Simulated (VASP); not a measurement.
A run of VASP 6.6.1 is set up as follows.

INCAR

```
ALGO     = Normal         # electronic algorithm
EDIFF    = 1E-7           # SCF threshold, eV
EDIFFG   = -0.01          # ionic threshold
ENCUT    = 520            # plane-wave cutoff, eV
GGA      = PS             # functional
IBRION   = 2              # ionic algorithm
ISIF     = 2              # what is computed and relaxed
ISMEAR   = -1             # smearing method
KPAR     = 2            
LASPH    = T              # aspherical terms in the spheres
LCHARG   = F              # write CHGCAR
LREAL    = F              # projectors in reciprocal space
LWAVE    = F              # write WAVECAR
NELM     = 60             # most SCF steps
NSW      = 80             # ionic steps
PREC     = Accurate       # precision mode
SIGMA    = 0.1            # smearing width, eV
```

Contents of KPOINTS:

```
k-points
0
Gamma
  6 6 6
```

Contents of POSCAR:

```
Nb2SbS2
1.0
    1.7870799600      3.0953066100      0.0000000000
   -1.7870799600      3.0953066100      0.0000000000
    0.0000000000     -2.0635374000      9.2665409000
Nb S Sb
2 2 1
Direct
    0.3740000000      0.3740000000      0.1220000000
    0.6260000000      0.6260000000      0.8780000000
    0.2300000000      0.2300000000      0.6900000000
    0.7700000000      0.7700000000      0.3100000000
    0.0000000000      0.0000000000      0.0000000000
```

Potentials or basis: VASP PAW PBE potentials, release 64 (Nb_sv, S, Sb).

The run is started by

```sh
$ cat potpaw_PBE.64/Nb_sv/POTCAR potpaw_PBE.64/S/POTCAR potpaw_PBE.64/Sb/POTCAR > POTCAR
$ mpirun -np 2 vasp_std > vasp.out
```

Task: What does it give for the energy gained by relaxing?

Result: 1459.9 meV/atom.

Task: What does it give for the band gap on the k mesh?

Result: Zero (an odd number of electrons rules out a gap without spin polarisation).

Stress tensor (GPa, compression positive):
```
-6.20  0.00  0.00
 0.00 -6.20  0.00
 0.00  0.00  2.44
```

Caveat: the PAW data sets were made with another functional, which shifts forces and pressure a little; spin-orbit coupling is left out, which moves the levels of the heavy elements; an odd number of electrons without spin polarisation forces a metal; a magnetic or distorted state may lie lower.
